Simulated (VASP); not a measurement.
Write the native input for VASP 6.6.1 that does the following.

- Task: single point
- Functional: PBEsol
- Potentials or basis: VASP PAW PBE potentials, release 64 (Hf_pv, N)
- Cutoff: 520 eV
- k mesh: 16 × 16 × 16
- Occupations: gaussian, width 0.1 eV
- Spin: no spin polarisation
- Dipole correction: no
- Further INCAR settings: ALGO = Normal; EDIFF = 1e-06; NBANDS = 14

The structure of HfN lies in POSCAR:

```
HfN
1.0
    0.0000000000      2.2507757608      2.2507757608
    2.2507757608      0.0000000000      2.2507757608
    2.2507757608      2.2507757608      0.0000000000
Hf N
1 1
Direct
    0.5000000000      0.5000000000      0.5000000000
    0.0000000000      0.0000000000      0.0000000000
```

One way to write it, as run:

INCAR

```
  ALGO = Normal
  EDIFF = 1E-6
  ENCUT = 520
  GGA = PS
  ISIF = 2
  ISMEAR = 0
  LASPH = True
  LCHARG = True
  LELF = True
  LREAL = False
  LVHAR = True
  LWAVE = False
  NBANDS = 14
  NELM = 100
  PREC = Accurate
  SIGMA = 0.1
```

KPOINTS

```
k-points
0
Gamma
  16 16 16
```

Potentials or basis: VASP PAW PBE potentials, release 64 (Hf_pv, N).

Run with:

```sh
$ cat potpaw_PBE.64/Hf_pv/POTCAR potpaw_PBE.64/N/POTCAR > POTCAR
$ mpirun -np 1 vasp_std > vasp.out
```

Results of the run:

The pressure is -2.2 GPa.

Caveat: the PAW data sets were made with another functional, which shifts forces and pressure a little.

It took 35 s on 1 thread of AMD EPYC 7R43 64-Core Processor (Zen 3), with other jobs on the host, peak memory 0.14 GiB.
